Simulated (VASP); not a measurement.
Cl, 2 atoms in the cell. The structure is hexagonal, space group P6_3/mmc (No. 194). Conventional cell: a = 2.196 Å, b = 2.196 Å, c = 3.860 Å, α = 90.00°, β = 90.00°, γ = 120.00°. Within 2.9 Å of Cl (site symmetry -6m2) lie 12 Cl at 2.20 to 2.31 Å. 

* Program: VASP 6.6.1
* Task: relaxation of cell and atoms
* Functional: PBEsol
* Potentials or basis: VASP PAW PBE potentials, release 64 (Cl)
* Cutoff: 600 eV
* k mesh: 19 × 19 × 10
* Occupations: fermi-dirac, width 0.1 eV
* Spin: no spin polarisation
* Target pressure: 270 GPa
* Dipole correction: no
* Further INCAR settings: ALGO = Normal; EDIFF = 1e-06; IBRION = 2; EDIFFG = -0.005; NSW = 32; ISIF = 3

Potentials or basis: VASP PAW PBE potentials, release 64 (Cl).

The run is started by

```console
$ cat potpaw_PBE.64/Cl/POTCAR > POTCAR
$ mpirun -np 1 vasp_std > vasp.out
```

Hardware: 1 thread of AMD EPYC 7R13, with other jobs on the host.

How long does it take, and how much memory?

It took 100 s on 1 thread of AMD EPYC 7R13, on a shared host, peak memory 0.13 GiB. Counts: scf iterations 30, k points 240, ion steps 5.
